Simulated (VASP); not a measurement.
Wanted: the native input for a VASP 6.6.1 run.

| Item | Value |
| --- | --- |
| Task | single point |
| Functional | PBE |
| Potentials or basis | VASP PAW PBE potentials, release 64 (C) |
| Cutoff | 520 eV |
| k mesh | 12 × 12 × 2 |
| Occupations | gaussian, width 0.05 eV |
| Spin | no spin polarisation |
| Dipole correction | no |
| Further INCAR settings | ALGO = Normal; EDIFF = 1e-07; NBANDS = 36 |

The structure of C lies in POSCAR:

```
C
1.0
    2.4323000000      0.0000000000      0.0000000000
   -1.2161500000      2.1064335896      0.0000000000
    0.0000000000      0.0000000000     11.8077000000
C
12
Direct
    0.0000000000      0.0000000000      0.1868593266
    0.0000000000      0.0000000000      0.6868593266
    0.0000000000      0.0000000000      0.3131406734
    0.0000000000      0.0000000000      0.8131406734
    0.3333333333      0.6666666667      0.5207665411
    0.6666666667      0.3333333333      0.0207665411
    0.3333333333      0.6666666667      0.9792334589
    0.6666666667      0.3333333333      0.4792334589
    0.3333333333      0.6666666667      0.6450950823
    0.6666666667      0.3333333333      0.1450950823
    0.3333333333      0.6666666667      0.8549049177
    0.6666666667      0.3333333333      0.3549049177
```

These files were run (other wordings do the same):

INCAR

```
SYSTEM = C
PREC = Accurate
ENCUT = 520
EDIFF = 1E-7
ISMEAR = 0
SIGMA = 0.05
LREAL = .False.
LASPH = .True.
NELM = 80
ALGO = Normal
ISIF = 2
LWAVE = .False.
LCHARG = .False.
GGA = PE
NBANDS = 36
```

KPOINTS

```
Automatic mesh
0
Gamma
  12 12 2
  0 0 0
```

Potentials or basis: VASP PAW PBE potentials, release 64 (C).

Launch:

```console
$ cat potpaw_PBE.64/C/POTCAR > POTCAR
$ mpirun -np 1 vasp_std > vasp.out
```

It gave:

| Item | Value |
| --- | --- |
| Pressure | 67.8 GPa |
| Largest force | 0.195 eV/Å |
| Band gap on the k mesh | 4.61 eV (least direct gap 5.48 eV) |

Caveat: the stress differs along the axes, from 59 to 85 GPa.

Wall time 56 s on 1 thread of AMD EPYC 9R45 96-Core Processor (Zen 5) (shared host), peak memory 0.16 GiB.
